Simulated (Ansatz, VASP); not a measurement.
## Re in VASP and in Ansatz

INCAR

```
ALGO     = Fast           # electronic algorithm
EDIFF    = 1E-6           # SCF threshold, eV
ENCUT    = 520            # plane-wave cutoff, eV
GGA      = PE             # functional
ISIF     = 2              # what is computed and relaxed
ISMEAR   = 0              # smearing method
LASPH    = T              # aspherical terms in the spheres
LCHARG   = F              # write CHGCAR
LREAL    = F              # projectors in reciprocal space
LWAVE    = F              # write WAVECAR
NBANDS   = 10             # bands
NELM     = 80             # most SCF steps
PREC     = Accurate       # precision mode
SIGMA    = 0.15           # smearing width, eV
```

The input KPOINTS:

```
k-points
0
Gamma
  10 10 10
```

POSCAR

```
Re
1.0
    0.0000000000      1.9577236186      2.0115610181
    1.9577236186      0.0000000000      2.0115610181
    1.9577236186      1.9577236186      0.0000000000
Re
1
Direct
    0.0000000000      0.0000000000      0.0000000000
```

Input for Ansatz:

```yaml
crystal:
  lattice:
    - [0.0, 1.9577236186, 2.0115610181]
    - [1.9577236186, 0.0, 2.0115610181]
    - [1.9577236186, 1.9577236186, 0.0]
  atoms:
    - { symbol: Re, position: [0.0, 0.0, 0.0] }
basis:
  ecutwfc: 420
kpoints:
  mp_grid: { grid: [10, 10, 10] }
hamiltonian:
  xc: pbe
scf:
  occupations: { method: gaussian, width: 0.15 }
output:
  forces: true
  stress: true
  eigenvalues: true
```

Change from the starting cell: normal strain along x +0.0000, normal strain along z +0.0275.

Alike in both runs: task single point; functional PBE; k mesh 10 × 10 × 10; occupations gaussian, width 0.15 eV; no spin polarisation.

|  | VASP | Ansatz |
| --- | --- | --- |
| version | VASP 6.6.1 | Ansatz 0.2.0 |
| potentials or method | VASP PAW PBE potentials, release 64 (Re), cutoff 520 eV | scalar-relativistic, plane waves, PAW |
| valence electrons in the cell | 7 | 15 |

Ansatz gave:

```
gap on the k mesh at the Fermi level (eV)                     : none
pressure (GPa)                                                : -9.5
traceless stress, the component that is largest in VASP (GPa) : -5.03
```

Question: Which values does VASP return?

Answer: gap on the k mesh at the Fermi level (eV): none; pressure (GPa): -10.2; traceless stress, the component that is largest in VASP (GPa): -4.99.

A gap of «none» marks a metal or a gap that the smearing closes. The functional is the same, so the differences come from potentials, cutoffs and numerics. VASP's potentials hold 7 valence electrons a cell and Ansatz's 15, so a difference there can come from the potentials and not from the codes.

Spin-orbit coupling is off throughout.
